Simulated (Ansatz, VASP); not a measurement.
**Two plane-wave programs on AlN**

File INCAR:

```
ALGO = Normal
EDIFF = 1E-6
ENCUT = 520
GGA = CA
ISIF = 2
ISMEAR = 0
LASPH = True
LCHARG = True
LELF = True
LREAL = False
LVHAR = True
LWAVE = False
NBANDS = 16
NELM = 100
PREC = Accurate
SIGMA = 0.01
```

File KPOINTS:

```
k-points
0
Gamma
  12 12 6
```

Contents of POSCAR:

```
AlN
1.0
    3.3121160000      0.0000000000      0.0000000000
   -1.6560580000      2.8683760000      0.0000000000
    0.0000000000      0.0000000000      4.1875630000
Al N
2 2
Direct
    0.3333333333      0.6666666667      0.7500000000
    0.6666666667      0.3333333333      0.2500000000
    0.3333333333      0.6666666667      0.2500000000
    0.6666666667      0.3333333333      0.7500000000
```

Input for Ansatz:

```yaml
crystal:
  lattice:
    - [3.312116, 0.0, 0.0]
    - [-1.656058, 2.868376, 0.0]
    - [0.0, 0.0, 4.187563]
  atoms:
    - { symbol: Al, position: [0.3333333333333333, 0.6666666666666666, 0.75] }
    - { symbol: Al, position: [0.6666666666666666, 0.3333333333333333, 0.25] }
    - { symbol: "N", position: [0.3333333333333333, 0.6666666666666666, 0.25] }
    - { symbol: "N", position: [0.6666666666666666, 0.3333333333333333, 0.75] }
basis:
  ecutwfc: 571.4391111657479
kpoints:
  mp_grid:
    grid: [12, 12, 6]
    shift: [0.0, 0.0, 0.0]
hamiltonian:
  xc: lda
  pseudopotentials:
    kind: paw
scf:
  occupations:
    method: fixed
output:
  stress: true
  eigenvalues: true
```

Alike in both runs: task single point; functional LDA; k mesh 12 × 12 × 6; no spin polarisation.

|  | VASP | Ansatz |
| --- | --- | --- |
| version | VASP 6.6.1 | Ansatz 0.2.0 |
| potentials or method | VASP PAW LDA potentials, release 64 (Al, N), cutoff 520 eV | plane waves, PAW |
| occupations | gaussian, width 0.01 eV | fixed |
| valence electrons in the cell | 16 | 16 |

```tsv
	VASP	Ansatz	Ansatz less VASP
gap on the k mesh at the Fermi level (eV)	3.28	3.28	-0.007
pressure (GPa)	-8.2	-8.7	-0.44
traceless stress, the component that is largest in VASP (GPa)	-0.32	-0.11	+0.209
```

LDA's correlation is that of Perdew and Zunger in VASP and of Perdew and Wang (1992) in Ansatz.
